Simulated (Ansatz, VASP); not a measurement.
# Two plane-wave programs on Cu

```
Cu
1.0
    -0.00443    1.78843    1.83853
     1.82291   -0.01749    1.85160
     1.78282    1.76140    0.02260
Cu
1
Direct
  0.00000 0.00000 0.00000
```

Alike in both runs: task relaxation of cell and atoms; functional RPBE; k mesh 13 × 12 × 13; occupations fermi-dirac, width 0.05 eV; no spin polarisation.

```csv
,VASP,Ansatz
version,VASP 6.6.1,Ansatz 0.2.0
potentials or method,"VASP PAW PBE potentials, release 64 (Cu)",Ansatz PAW
plane-wave cutoff (eV),600,420
valence electrons in the cell,11,19
```

Ansatz gave:

| Quantity | Value |
| --- | --- |
| gap on the k mesh at the Fermi level, each at its own relaxed structure (eV) | none |
| relaxed volume (Å³/atom) | 12.38 |
| relaxed length of the cell vector where the two differ most in proportion (Å) | 2.611 |

Q: What did VASP give for the same quantities?

A: gap on the k mesh at the Fermi level, each at its own relaxed structure (eV): none; relaxed volume (Å³/atom): 12.44; relaxed length of the cell vector where the two differ most in proportion (Å): 2.617.

VASP's potentials were made for PBE, not for RPBE. A gap of «none» marks a metal or a gap that the smearing closes. VASP's potentials hold 11 valence electrons a cell and Ansatz's 19, so a difference there can come from the potentials and not from the codes.

Noted on Ansatz's run: the plane-wave basis is chosen anew once the cell has moved, so the energies of steps on either side of that aren't comparable.
